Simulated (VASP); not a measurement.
## SiB2O3: single point with PBE

The system is SiB2O3.

```
B Si O
1.0
     5.31388   -0.77633   -0.22845
    -0.42465    5.00703   -0.41272
    -0.55155   -0.94688    4.11918
B Si O
4 2 6
Direct
  0.19609 0.34108 0.58048
  0.56477 0.47925 0.06873
  0.09300 0.55959 0.11916
  0.82764 0.44635 0.87189
  0.88793 0.90270 0.30990
  0.46158 0.91333 0.58773
  0.69620 0.99603 0.92437
  0.15405 0.06531 0.28432
  0.32054 0.22266 0.81493
  0.92047 0.44296 0.52310
  0.50228 0.59800 0.33992
  0.40497 0.58898 0.82630
```

```
Program                : VASP 6.6.1
Task                   : single point
Functional             : PBE
Potentials or basis    : VASP PAW PBE potentials, release 64 (B, Si, O)
Cutoff                 : 520 eV
k mesh                 : 3 × 3 × 4
Occupations            : methfessel-paxton, width 0.15 eV
Spin                   : no spin polarisation
Dipole correction      : no
Further INCAR settings : ALGO = Normal; EDIFF = 1e-07; NBANDS = 40
```

```
Pressure               : 25.0 GPa
Largest force          : 8.944 eV/Å
Band gap on the k mesh : zero (band 28 reaches 6.51 eV, above the bottom of band 29 at 6.42 eV)
```

Forces on the atoms (eV/Å):
```
B    0.581  0.490  1.313
B   -0.688 -1.350 -8.227
B    2.005  0.470  2.956
B    0.447 -0.336 -1.719
Si  -4.951 -1.012 -2.000
Si  -0.499 -1.230  2.309
O    2.079  1.192  1.097
O    4.588  5.945 -0.952
O    0.398 -8.865  1.123
O    0.803 -2.086  2.712
O   -0.753 -0.520  4.412
O   -4.011  7.301 -3.022
```

Stress tensor (GPa, compression positive):
```
16.39 24.15  1.90
24.15 40.12  0.60
 1.90  0.60 18.59
```

Levels at points of the mesh, in eV from the Fermi level:
```tsv
k point	band 24	band 25	band 26	band 27	band 28	band 29	band 30	band 31	band 32	band 33
(0.00, 0.00, 0.00)	-2.68	-1.93	-1.77	-1.10	-0.09	0.00	1.39	2.29	2.88	3.68
(0.00, 0.00, 0.50)	-3.15	-2.10	-1.64	-1.39	0.09	0.61	0.87	1.86	2.97	3.86
```

It used 120 s of CPU time on 1 thread of Intel(R) Xeon(R) Platinum 8375C CPU @ 2.90GHz (Ice Lake), with other jobs on the host.

Caveat: the k points lie up to 0.45 Å⁻¹ apart.
